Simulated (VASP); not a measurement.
# BaTiO3 (P4/mmm) in VASP: notebook, part 2 of 2

VASP 6.6.1. The steps go on from the part before.

## 3. Single point, LDA

This run uses another cell than the first one, of 17.71 Å³/atom.

The input, INCAR:

```
  PREC = Accurate
  ENCUT = 520
  EDIFF = 1E-6
  ISMEAR = -1
  SIGMA = 0.05
  LREAL = False
  LASPH = True
  NELM = 60
  ALGO = Normal
  ISIF = 2
  LWAVE = False
  LCHARG = False
  GGA = CA
  NBANDS = 28
```

The input, KPOINTS:

```
Automatic mesh
0
Gamma
  6 6 4
```

The input, POSCAR:

```
BaTiO3
1.0
    4.1665876534      0.0000000000      0.0000000000
    0.0000000000      4.1665876534      0.0000000000
    0.0000000000      0.0000000000      5.1018756255
Ba Ti O
1 1 3
Direct
    0.0000000000      0.0000000000      0.0000000000
    0.5000000000      0.5000000000      0.5000000000
    0.0000000000      0.5000000000      0.5000000000
    0.5000000000      0.0000000000      0.5000000000
    0.0000000000      0.0000000000      0.5000000000
```

Potentials or basis: VASP PAW LDA potentials, release 64 (Ba_sv, Ti_sv, O).

On the command line:

```console
$ cat potpaw_LDA.64/Ba_sv/POTCAR potpaw_LDA.64/Ti_sv/POTCAR potpaw_LDA.64/O/POTCAR > POTCAR
$ mpirun -np 1 vasp_std > vasp.out
```

OUTCAR:

```text
PREC = Accurate
   ENCUT = 520
   EDIFF = 1E-6
   ISMEAR = -1
   LREAL = False
   LASPH = True
   NELM = 60
   ISIF = 2
   GGA = CA

 ion  position               nearest neighbor table
   1  0.000  0.000  0.000-   5 2.55   5 2.55   3 3.29   3 3.29   4 3.29   4 3.29   3 3.29   3 3.29
                             4 3.29   4 3.29
   2  0.500  0.500  0.500-   3 2.08   4 2.08   4 2.08   3 2.08
   3  0.000  0.500  0.500-   2 2.08   2 2.08   1 3.29   1 3.29   1 3.29   1 3.29
   4  0.500  0.000  0.500-   2 2.08   2 2.08   1 3.29   1 3.29   1 3.29   1 3.29
[... 950 lines left out ...]
  -------------------------------------------------------------------------------------
  Total       -6.1618451     -6.1618451     -4.9562173      0.0000000      0.0000000      0.0000000
  in kB     -111.4629282   -111.4629282    -89.6540702      0.0000000      0.0000000      0.0000000
  external PRESSURE =    -104.1933088 kB  Pullay stress =       0.0000000 kB

 VOLUME and BASIS-vectors are now :
 -----------------------------------------------------------------------------
  energy-cutoff  :      520.00
  volume of cell :       88.57
      direct lattice vectors                 reciprocal lattice vectors
     4.166587653  0.000000000  0.000000000     0.240004551  0.000000000  0.000000000
     0.000000000  4.166587653  0.000000000     0.000000000  0.240004551  0.000000000
     0.000000000  0.000000000  5.101875625     0.000000000  0.000000000  0.196006346

 POSITION                                       TOTAL-FORCE (eV/Angst)
 -----------------------------------------------------------------------------------
      0.00000      0.00000      0.00000         0.000000      0.000000      0.000000
      2.08329      2.08329      2.55094         0.000000      0.000000      0.000000
      0.00000      2.08329      2.55094         0.000000      0.000000      0.000000
      2.08329      0.00000      2.55094         0.000000      0.000000      0.000000
      0.00000      0.00000      2.55094         0.000000      0.000000      0.000000
 -----------------------------------------------------------------------------------
    total drift:                                0.000000      0.000000     -0.000000

  FREE ENERGIE OF THE ION-ELECTRON SYSTEM (eV)
  ---------------------------------------------------
  free  energy   TOTEN  =       -34.4376129098 eV

  energy  without entropy=      -34.3997745899  energy(sigma->0) =      -34.41869375
```

OSZICAR:

```text
N       E                     dE             d eps       ncg     rms          rms(c)
DAV:   1     0.408615859706E+03    0.40862E+03   -0.20199E+04  1680   0.145E+03
DAV:   2     0.655518345452E+01   -0.40206E+03   -0.38339E+03  1924   0.388E+02
DAV:   3    -0.452008296783E+02   -0.51756E+02   -0.50020E+02  2588   0.131E+02
[... 12 lines left out ...]
DAV:  16    -0.344376128786E+02    0.36637E-03   -0.11019E-03  2332   0.219E-01    0.268E-02
DAV:  17    -0.344376435309E+02   -0.30652E-04   -0.10683E-04  2620   0.590E-02    0.373E-02
DAV:  18    -0.344376160674E+02    0.27463E-04   -0.46847E-05  2156   0.460E-02    0.147E-02
DAV:  19    -0.344376129446E+02    0.31227E-05   -0.14148E-05  2372   0.221E-02    0.234E-03
DAV:  20    -0.344376129098E+02    0.34812E-07   -0.62804E-07  1208   0.517E-03
   1 F= -.34437613E+02 E0= -.34418694E+02  d E =-.378383E-01
```

stdout:

```text
POSCAR found type information on POSCAR BaTiO
 POSCAR found :  3 types and       5 ions
 scaLAPACK will be used
 LDA part: xc-table for (Slater(with rela. corr.)+CA(PZ))
 , standard interpolation
 POSCAR, INCAR and KPOINTS ok, starting setup
 FFT: planning ... GRIDC
 FFT: planning ... GRID_SOFT
 FFT: planning ... GRID
 WAVECAR not read
 entering main loop
```

It took 2.3 min on 1 thread of AMD EPYC 7R13, shared host; peak memory 0.18 GiB.

What came out:

| Quantity | Value |
| --- | --- |
| Free energy | -34.4376 eV |
| Pressure | -10.4 GPa |
| Band gap on the k mesh | zero (bands 20 and 21 overlap by 1.59 eV) |

Levels at points of the mesh, in eV from the Fermi level:
```csv
k point,band 17,band 18,band 19,band 20,band 21,band 22,band 23,band 24
"(0.00, 0.00, 0.00)",-3.38,-1.87,-1.22,-0.02,-0.02,0.00,1.42,1.42
"(0.50, 0.00, 0.00)",-2.82,-1.82,-1.44,-0.50,0.14,0.70,1.11,1.36
"(0.50, 0.50, 0.00)",-2.64,-2.14,-2.14,-1.69,-1.32,1.37,1.37,1.93
"(0.00, 0.00, 0.50)",-3.58,-2.60,0.03,0.08,0.08,0.15,0.47,1.40
"(0.50, 0.00, 0.50)",-2.81,-2.79,-2.00,-0.10,0.04,0.70,1.30,1.66
"(0.50, 0.50, 0.50)",-3.55,-2.63,-2.33,-2.33,-0.37,0.34,1.36,1.36
```

Caveat: the cell stands under tension; spin-orbit coupling is left out, which moves the levels of the heavy elements; semilocal functionals often make such compounds metallic where correlation or magnetic order opens a gap, which also shifts bond lengths.

## 4. Single point, LDA

This run uses another cell than the first one, of 18.23 Å³/atom.

The input, INCAR:

```
SYSTEM = BaTiO3
  PREC = Accurate
  ENCUT = 520
  EDIFF = 1E-6
  ISMEAR = -1
  SIGMA = 0.05
  LREAL = .FALSE.
  LASPH = .TRUE.
  NELM = 100
  ALGO = Normal
  ISIF = 2
  LWAVE = .FALSE.
  LCHARG = .TRUE.
  GGA = CA
  LELF = .TRUE.
  LVHAR = .TRUE.
  NBANDS = 28
```

The input, KPOINTS:

```
Automatic mesh
0
G
  6 6 4
  0 0 0
```

Edit POSCAR of step 3 so:

```diff
@@ -2,5 +2,5 @@
 1.0
-    4.1665876534      0.0000000000      0.0000000000
-    0.0000000000      4.1665876534      0.0000000000
-    0.0000000000      0.0000000000      5.1018756255
+    4.2062718290      0.0000000000      0.0000000000
+    0.0000000000      4.2062718290      0.0000000000
+    0.0000000000      0.0000000000      5.1504678417
 Ba Ti O
```

Potentials or basis: VASP PAW LDA potentials, release 64 (Ba_sv, Ti_sv, O).

On the command line:

```console
$ cat potpaw_LDA.64/Ba_sv/POTCAR potpaw_LDA.64/Ti_sv/POTCAR potpaw_LDA.64/O/POTCAR > POTCAR
$ mpirun -np 1 vasp_std > vasp.out
```

OUTCAR:

```text
SYSTEM = BaTiO3
   PREC = Accurate
   ENCUT = 520
   EDIFF = 1E-6
   ISMEAR = -1
   LREAL = .FALSE.
   LASPH = .TRUE.
   NELM = 100
   ISIF = 2
   GGA = CA

 ion  position               nearest neighbor table
   1  0.000  0.000  0.000-   5 2.58   5 2.58   3 3.32   3 3.32   4 3.32   4 3.32   3 3.32   3 3.32
                             4 3.32   4 3.32
   2  0.500  0.500  0.500-   3 2.10   4 2.10   4 2.10   3 2.10
   3  0.000  0.500  0.500-   2 2.10   2 2.10   1 3.32   1 3.32   1 3.32   1 3.32
[... 951 lines left out ...]
  -------------------------------------------------------------------------------------
  Total       -7.4866384     -7.4866384     -5.9332427      0.0000000      0.0000000      0.0000000
  in kB     -131.6303665   -131.6303665   -104.3185032      0.0000000      0.0000000      0.0000000
  external PRESSURE =    -122.5264121 kB  Pullay stress =       0.0000000 kB

 VOLUME and BASIS-vectors are now :
 -----------------------------------------------------------------------------
  energy-cutoff  :      520.00
  volume of cell :       91.13
      direct lattice vectors                 reciprocal lattice vectors
     4.206271829  0.000000000  0.000000000     0.237740222  0.000000000  0.000000000
     0.000000000  4.206271829  0.000000000     0.000000000  0.237740222  0.000000000
     0.000000000  0.000000000  5.150467842     0.000000000  0.000000000  0.194157119

 POSITION                                       TOTAL-FORCE (eV/Angst)
 -----------------------------------------------------------------------------------
      0.00000      0.00000      0.00000         0.000000      0.000000      0.000000
      2.10314      2.10314      2.57523         0.000000      0.000000      0.000000
      0.00000      2.10314      2.57523         0.000000      0.000000      0.000000
      2.10314      0.00000      2.57523         0.000000      0.000000      0.000000
      0.00000      0.00000      2.57523         0.000000      0.000000      0.000000
 -----------------------------------------------------------------------------------
    total drift:                                0.000000      0.000000     -0.000000

  FREE ENERGIE OF THE ION-ELECTRON SYSTEM (eV)
  ---------------------------------------------------
  free  energy   TOTEN  =       -34.2586247437 eV

  energy  without entropy=      -34.2190431313  energy(sigma->0) =      -34.23883394
```

OSZICAR:

```text
N       E                     dE             d eps       ncg     rms          rms(c)
DAV:   1     0.411954278159E+03    0.41195E+03   -0.20132E+04  1680   0.144E+03
DAV:   2     0.573199769928E+01   -0.40622E+03   -0.38906E+03  1972   0.392E+02
DAV:   3    -0.453933649390E+02   -0.51125E+02   -0.49382E+02  2580   0.129E+02
[... 12 lines left out ...]
DAV:  16    -0.342586586002E+02    0.27600E-03   -0.10120E-03  2280   0.213E-01    0.505E-02
DAV:  17    -0.342587379113E+02   -0.79311E-04   -0.19072E-04  2376   0.860E-02    0.772E-02
DAV:  18    -0.342586306643E+02    0.10725E-03   -0.19061E-04  2320   0.977E-02    0.207E-02
DAV:  19    -0.342586250557E+02    0.56085E-05   -0.22354E-05  2540   0.250E-02    0.592E-03
DAV:  20    -0.342586247437E+02    0.31206E-06   -0.23978E-06  1544   0.830E-03
   1 F= -.34258625E+02 E0= -.34238834E+02  d E =-.395816E-01
```

stdout:

```text
POSCAR found type information on POSCAR BaTiO
 POSCAR found :  3 types and       5 ions
 scaLAPACK will be used
 LDA part: xc-table for (Slater(with rela. corr.)+CA(PZ))
 , standard interpolation
 POSCAR, INCAR and KPOINTS ok, starting setup
 FFT: planning ... GRIDC
 FFT: planning ... GRID_SOFT
 FFT: planning ... GRID
 WAVECAR not read
 entering main loop
```

It took 2.3 min on 1 thread of AMD EPYC 7R13, shared host; peak memory 0.19 GiB.

What came out:

```
Free energy            : -34.2586 eV
Pressure               : -12.3 GPa
Band gap on the k mesh : zero (bands 20 and 21 overlap by 1.53 eV)
```

Levels at points of the mesh, in eV from the Fermi level:
| k point | band 17 | band 18 | band 19 | band 20 | band 21 | band 22 | band 23 | band 24 |
| --- | --- | --- | --- | --- | --- | --- | --- | --- |
| (0.00, 0.00, 0.00) | -3.28 | -1.84 | -1.23 | -0.02 | -0.02 | 0.00 | 1.34 | 1.34 |
| (0.50, 0.00, 0.00) | -2.76 | -1.79 | -1.44 | -0.50 | 0.13 | 0.66 | 1.09 | 1.30 |
| (0.50, 0.50, 0.00) | -2.56 | -2.10 | -2.10 | -1.71 | -1.27 | 1.31 | 1.31 | 1.84 |
| (0.00, 0.00, 0.50) | -3.50 | -2.52 | 0.03 | 0.07 | 0.07 | 0.13 | 0.43 | 1.33 |
| (0.50, 0.00, 0.50) | -2.74 | -2.73 | -1.97 | -0.10 | 0.03 | 0.66 | 1.24 | 1.58 |
| (0.50, 0.50, 0.50) | -3.45 | -2.56 | -2.28 | -2.28 | -0.33 | 0.31 | 1.29 | 1.29 |

Caveat: the cell stands under tension; spin-orbit coupling is left out, which moves the levels of the heavy elements; semilocal functionals often make such compounds metallic where correlation or magnetic order opens a gap, which also shifts bond lengths.

## 5. Summary

```tsv
cell	gap on the mesh (eV)	pressure (GPa)
a = 4.126, b = 4.126, c = 5.052 Å, 5 atoms	none	-8.3
a = 4.167, b = 4.167, c = 5.102 Å, 5 atoms	none	-10.4
a = 4.206, b = 4.206, c = 5.150 Å, 5 atoms	none	-12.3
```

Alike in all rows: task single point; level LDA; potentials or basis VASP PAW LDA potentials, release 64 (Ba_sv, Ti_sv, O); no spin polarisation; k mesh 6 × 6 × 4; cutoff (eV) 520; smearing fermi-dirac 0.05 eV.

Caveats: the cell stands under tension; spin-orbit coupling is left out, which moves the levels of the heavy elements; semilocal functionals often make such compounds metallic where correlation or magnetic order opens a gap, which also shifts bond lengths.

Total energies depend on the potentials used, so only differences within one code and one set of settings carry meaning.
